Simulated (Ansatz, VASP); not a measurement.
## GaSb3 in VASP and in Ansatz

INCAR

```
SYSTEM = GaSb3
ALGO = Normal ; EDIFF = 1E-6
ENCUT = 520 ; ISIF = 2
ISMEAR = 0 ; LASPH = .TRUE.
LCHARG = .TRUE. ; LELF = .TRUE.
LREAL = .FALSE. ; LVHAR = .TRUE.
LWAVE = .FALSE. ; NBANDS = 22
NELM = 100 ; PREC = Accurate
SIGMA = 0.15
```

The input KPOINTS:

```
k-points
0
G
  10 10 10
  0 0 0
```

File POSCAR:

```
GaSb3
1.0
   -0.0965263301      3.6220011279      3.2235810038
    3.5254747978      0.0000000000      3.1270546738
    3.6220011279      3.6220011279     -0.0965263301
Ga Sb
1 3
Direct
    0.0000000000      0.0000000000      0.0000000000
    0.2500000000      0.2500000000      0.2500000000
    0.7500000000      0.7500000000      0.7500000000
    0.5000000000      0.5000000000      0.5000000000
```

Input for Ansatz:

```yaml
crystal:
  lattice:
    - [-0.0965263301, 3.6220011279, 3.2235810038]
    - [3.5254747978, 0.0, 3.1270546738]
    - [3.6220011279, 3.6220011279, -0.0965263301]
  atoms:
    - { symbol: Ga, position: [0.0, 0.0, 0.0] }
    - { symbol: Sb, position: [0.25, 0.25, 0.25] }
    - { symbol: Sb, position: [0.75, 0.75, 0.75] }
    - { symbol: Sb, position: [0.5, 0.5, 0.5] }
basis:
  ecutwfc: 420
kpoints:
  mp_grid: { grid: [10, 10, 10] }
hamiltonian:
  xc: lda
  pseudopotentials: { kind: paw, azcp: { folder: soft_1 } }
scf:
  occupations: { method: gaussian, width: 0.15 }
output:
  forces: true
  stress: true
  eigenvalues: true
```

Change from the starting cell: engineering shear strain xz -0.0533, normal strain along z -0.1100.

Alike in both runs: task single point; functional LDA; k mesh 10 × 10 × 10; occupations gaussian, width 0.15 eV; no spin polarisation.

|  | VASP | Ansatz |
| --- | --- | --- |
| version | VASP 6.6.1 | Ansatz 0.2.0 |
| potentials or method | VASP PAW LDA potentials, release 64 (Ga_d, Sb), cutoff 520 eV | scalar-relativistic, plane waves, PAW |
| valence electrons in the cell | 28 | 58 |

VASP gave:

| Quantity | Value |
| --- | --- |
| gap on the k mesh at the Fermi level (eV) | none |
| pressure (GPa) | 11.7 |
| traceless stress, the component that is largest in VASP (GPa) | 2.10 |
| rms of the force components (eV/Å) | 0.098 |

Task: Estimate Ansatz's values.

Result: gap on the k mesh at the Fermi level (eV): none; pressure (GPa): 11.4; traceless stress, the component that is largest in VASP (GPa): 2.05; rms of the force components (eV/Å): 0.095.

Ansatz warns that its potentials were made for another functional, while VASP's fit it. LDA's correlation is that of Perdew and Zunger in VASP and of Perdew and Wang (1992) in Ansatz. Atom by atom the forces differ by 0.003 eV/Å (rms over components). A gap of «none» marks a metal or a gap that the smearing closes. VASP's potentials hold 28 valence electrons a cell and Ansatz's 58, so a difference there can come from the potentials and not from the codes.

Neither program's run includes spin-orbit coupling.
